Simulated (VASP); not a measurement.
AlN:

```xyz
4
Lattice="3.1298 0.0000 0.0000 -1.5649 2.7104 0.0000 0.0000 0.0000 5.0174" Properties=species:S:1:pos:R:3 pbc="T T T"
Al    1.5669    0.9024    2.5088
Al   -0.0019    1.8082    5.0175
N     1.5521    0.9108    4.4152
N     0.0128    1.7995    1.9065
```

Base run:

- Program: VASP 6.6.1
- Functional: PBE
- Potentials or basis: VASP PAW PBE potentials, release 64 (Al, N)
- Cutoff: 600 eV
- k mesh: 10 × 10 × 6
- Occupations: gaussian, width 0.01 eV
- Spin: no spin polarisation

Its results: band gap on the k mesh 4.07 eV; pressure -0.2 GPa; largest force 0.228 eV/Å.

**Question.** After a change of settings the same cell gave: band gap on the k mesh 4.74 eV; pressure -4.9 GPa; largest force 0.232 eV/Å. Which change was it?
A. functional from PBE to r2SCAN; cutoff from 600 eV to 660 eV; occupations from gaussian, width 0.01 eV to fermi-dirac, width 0.01 eV
B. occupations from gaussian, width 0.01 eV to fermi-dirac, width 0.01 eV
C. k mesh from 10 × 10 × 6 to 8 × 8 × 4; occupations from gaussian, width 0.01 eV to fermi-dirac, width 0.01 eV

**Answer.** A.

Caveats: the cell stands under tension (at least some runs); the PAW data sets were made with another functional, which shifts forces and pressure a little (at least some runs).
